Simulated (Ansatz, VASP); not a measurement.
# Two plane-wave programs on Ti

```xyz
1
Lattice="0.0000 2.0300 1.9995 2.0300 0.0000 1.9995 2.0300 2.0300 0.0000" Properties=species:S:1:pos:R:3 pbc="T T T"
Ti    0.0000    0.0000    0.0000
```

Change from the starting cell: strain +0.000 along x and y, -0.015 along z, atoms carried along.

Alike in both runs: task single point; functional PBEsol; k mesh 20 × 20 × 20; occupations gaussian, width 0.15 eV; no spin polarisation.

|  | VASP | Ansatz |
| --- | --- | --- |
| version | VASP 6.6.1 | Ansatz 0.2.0 |
| potentials or method | VASP PAW PBE potentials, release 64 (Ti_sv), cutoff 520 eV | scalar-relativistic, plane waves, PAW |
| valence electrons in the cell | 12 | 12 |

```tsv
	VASP	Ansatz	Ansatz less VASP
gap on the k mesh at the Fermi level (eV)	none	none	-
pressure (GPa)	1.2	1.5	+0.25
traceless stress, the component that is largest in VASP (GPa)	0.37	0.36	-0.003
```

VASP's potentials were made for PBE, not for PBEsol. A gap of «none» marks a metal or a gap that the smearing closes.
